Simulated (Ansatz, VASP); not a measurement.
**Two plane-wave programs on MnS**

The input POSCAR:

```
MnS
1.0
    0.0000000000      2.9144956115      2.9144956115
    2.9144956115      0.0000000000      2.9144956115
    2.9144956115      2.9144956115      0.0000000000
Mn S
1 1
Direct
    0.0000000000      0.0000000000      0.0000000000
    0.2500000000      0.2500000000      0.2500000000
```

Contents of INCAR.step1:

```
SYSTEM = MnS
PREC = Accurate
ENCUT = 520
ISMEAR = 0
SIGMA = 0.02
LREAL = .False.
LASPH = .True.
NELM = 150
ISPIN = 2
MAGMOM = 4.76 0.12
LMAXMIX = 4
NBANDS = 20
GGA = PE
ALGO = Normal
EDIFF = 1E-4
LWAVE = .True.
LCHARG = .False.
```

The input INCAR.step2:

```
SYSTEM = MnS
PREC = Accurate
ENCUT = 520
EDIFF = 1E-6
ISMEAR = 0
SIGMA = 0.02
LREAL = .False.
LASPH = .True.
NELM = 150
ALGO = Normal
ISIF = 2
LWAVE = .False.
LCHARG = .False.
ISPIN = 2
MAGMOM = 4.76 0.12
LORBIT = 11
LMAXMIX = 4
METAGGA = R2SCAN
LMIXTAU = .True.
NBANDS = 20
ISTART = 1
```

The input KPOINTS:

```
Automatic mesh
0
Gamma
  12 12 12
  0 0 0
```

Input for Ansatz:

```yaml
crystal:
  lattice:
    - [0.0, 2.9144956115, 2.9144956115]
    - [2.9144956115, 0.0, 2.9144956115]
    - [2.9144956115, 2.9144956115, 0.0]
  atoms:
    - { symbol: Mn, position: [0.0, 0.0, 0.0], spin: 4.76 }
    - { symbol: S, position: [0.25, 0.25, 0.25], spin: 0.12 }
basis:
  ecutwfc: 500
kpoints:
  mp_grid: { grid: [12, 12, 12] }
hamiltonian:
  xc: r2scan
scf:
  occupations: { method: gaussian, width: 0.02 }
output:
  forces: true
  stress: true
  eigenvalues: true
  populations: true
  write_density: true
  write_potential: true
  elf: true
  volumetric_format: npy
magnetization:
  spin_polarized: true
```

Alike in both runs: task single point; functional r2SCAN; k mesh 12 × 12 × 12; occupations gaussian, width 0.02 eV; collinear spin.

|  | VASP | Ansatz |
| --- | --- | --- |
| version | VASP 6.6.1 | Ansatz 0.2.0 |
| potentials or method | VASP PAW PBE potentials, release 64 (Mn_pv, S), cutoff 520 eV | scalar-relativistic, plane waves, PAW |
| valence electrons in the cell | 19 | 21 |

|  | VASP | Ansatz | Ansatz less VASP |
| --- | --- | --- | --- |
| gap on the k mesh at the Fermi level (eV) | 1.17 | 1.15 | -0.013 |
| least direct gap on the mesh (eV) | 1.17 | 1.15 | -0.013 |
| pressure (GPa) | -5.1 | -5.1 | +0.01 |
| net moment per atom (μB) | 2.50 | 2.50 | 0.000 |
| size of the moment on the site where the two differ most (μB) | 4.51 | 4.42 | -0.096 |

VASP's potentials were made for PBE, not for r2SCAN. Site moments also hang on the region over which each program counts them. VASP's potentials hold 19 valence electrons a cell and Ansatz's 21, so a difference there can come from the potentials and not from the codes. Ansatz's warnings: stability check not made.
